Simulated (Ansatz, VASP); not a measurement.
BeCd3Te4 in VASP and in Ansatz

```
CELL_PARAMETERS angstrom
-4.21703 4.21703 5.16206
4.21703 -4.21703 5.16206
4.21703 4.21703 -5.16206
ATOMIC_POSITIONS crystal
Be 0.50000 0.50000 0.00000
Cd 0.72810 0.72810 0.00000
Cd 0.27190 0.27190 0.00000
Cd 0.00000 0.00000 0.00000
Te 0.00000 0.33785 0.33785
Te 0.00000 0.66215 0.66215
Te 0.33785 0.00000 0.33785
Te 0.66215 0.00000 0.66215
```

Alike in both runs: functional PBE; k mesh 4 × 4 × 4; occupations gaussian, width 0.2 eV; no spin polarisation.

Ansatz relaxed the structure, and its values are those at the end. VASP's run is a single point on that final structure, the one shown.

|  | VASP | Ansatz |
| --- | --- | --- |
| version | VASP 6.6.1 | Ansatz 0.2.0 |
| potentials or method | VASP PAW PBE potentials, release 64 (Be, Cd, Te), cutoff 520 eV | scalar-relativistic, plane waves, PAW |
| valence electrons in the cell | 62 | 126 |

|  | VASP | Ansatz | Ansatz less VASP |
| --- | --- | --- | --- |
| gap on the k mesh at the Fermi level (eV) | none | none | - |
| pressure (GPa) | 0.3 | 0.3 | -0.05 |
| rms of the force components (eV/Å) | 0.017 | 0.021 | +0.0040 |

A gap of «none» marks a metal or a gap that the smearing closes. VASP's potentials hold 62 valence electrons a cell and Ansatz's 126, so a difference there can come from the potentials and not from the codes.

Neither program's run includes spin-orbit coupling.
